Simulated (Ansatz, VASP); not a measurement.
Two plane-wave programs on ZnS

```xyz
2
Lattice="0.0000 2.7212 2.7212 2.7212 0.0000 2.7212 2.7212 2.7212 0.0000" Properties=species:S:1:pos:R:3 pbc="T T T"
Zn    0.0000    0.0000    0.0000
S     4.0817    4.0817    4.0817
```

Alike in both runs: functional PBE; k mesh 10 × 10 × 10; occupations gaussian, width 0.02 eV; no spin polarisation.

Ansatz relaxed the structure, and its values are those at the end. VASP's run is a single point on that final structure, the one shown.

```csv
,VASP,Ansatz
version,VASP 6.6.1,Ansatz 0.2.0
potentials or method,"VASP PAW PBE potentials, release 64 (Zn, S), cutoff 500 eV","scalar-relativistic, plane waves, PAW"
valence electrons in the cell,18,18
```

|  | VASP | Ansatz | Ansatz less VASP |
| --- | --- | --- | --- |
| gap on the k mesh at the Fermi level (eV) | 2.02 | 2.02 | -0.003 |
| least direct gap on the mesh (eV) | 2.02 | 2.02 | -0.003 |
| pressure (GPa) | 0.2 | 0.0 | -0.14 |
